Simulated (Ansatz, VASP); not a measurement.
# One calculation of Sb, two programs

The input POSCAR:

```
Sb
1.0
    3.0639044000      0.0000000000      0.0000000000
    0.0000000000      3.0639044000      0.0000000000
    0.0000000000      0.0000000000      3.0639044000
Sb
1
Direct
    0.0000000000      0.0000000000      0.0000000000
```

The input INCAR.step1:

```
SYSTEM = Sb
PREC = Accurate
ENCUT = 520
ISMEAR = 0
SIGMA = 0.1
LREAL = .FALSE.
LASPH = .TRUE.
NELM = 80
NBANDS = 8
GGA = PE
ALGO = Normal
EDIFF = 1E-4
LWAVE = .TRUE.
LCHARG = .FALSE.
```

File INCAR.step2:

```
SYSTEM = Sb
PREC = Accurate
ENCUT = 520
EDIFF = 1E-6
ISMEAR = 0
SIGMA = 0.1
LREAL = .FALSE.
LASPH = .TRUE.
NELM = 80
ALGO = Normal
ISIF = 2
LWAVE = .FALSE.
LCHARG = .FALSE.
METAGGA = R2SCAN
LMIXTAU = .TRUE.
NBANDS = 8
ISTART = 1
```

File KPOINTS:

```
Automatic mesh
0
G
  14 14 14
  0 0 0
```

Input for Ansatz:

```yaml
crystal:
  lattice:
    - [3.0639044, 0.0, 0.0]
    - [0.0, 3.0639044, 0.0]
    - [0.0, 0.0, 3.0639044]
  atoms:
    - { symbol: Sb, position: [0.0, 0.0, 0.0] }
basis:
  ecutwfc: 500
  xc_grid: 3
kpoints:
  mp_grid: { grid: [14, 14, 14] }
hamiltonian:
  xc: r2scan
scf:
  occupations: { method: gaussian, width: 0.1 }
  eigensolver: { kind: davidson }
output:
  forces: true
  eigenvalues: true
  stress: true
```

Alike in both runs: task single point; functional r2SCAN; k mesh 14 × 14 × 14; occupations gaussian, width 0.1 eV; no spin polarisation.

|  | VASP | Ansatz |
| --- | --- | --- |
| version | VASP 6.6.1 | Ansatz 0.2.0 |
| potentials or method | VASP PAW PBE potentials, release 64 (Sb), cutoff 520 eV | scalar-relativistic, plane waves, PAW |
| valence electrons in the cell | 5 | 15 |

|  | VASP | Ansatz | Ansatz less VASP |
| --- | --- | --- | --- |
| gap on the k mesh at the Fermi level (eV) | none | none | - |
| pressure (GPa) | 1.4 | 1.4 | -0.04 |

VASP's potentials were made for PBE, not for r2SCAN. A gap of «none» marks a metal or a gap that the smearing closes. With one functional, cell and mesh, what is left measures potentials, basis and numerics. VASP's potentials hold 5 valence electrons a cell and Ansatz's 15, so a difference there can come from the potentials and not from the codes.

Spin-orbit coupling is off throughout.
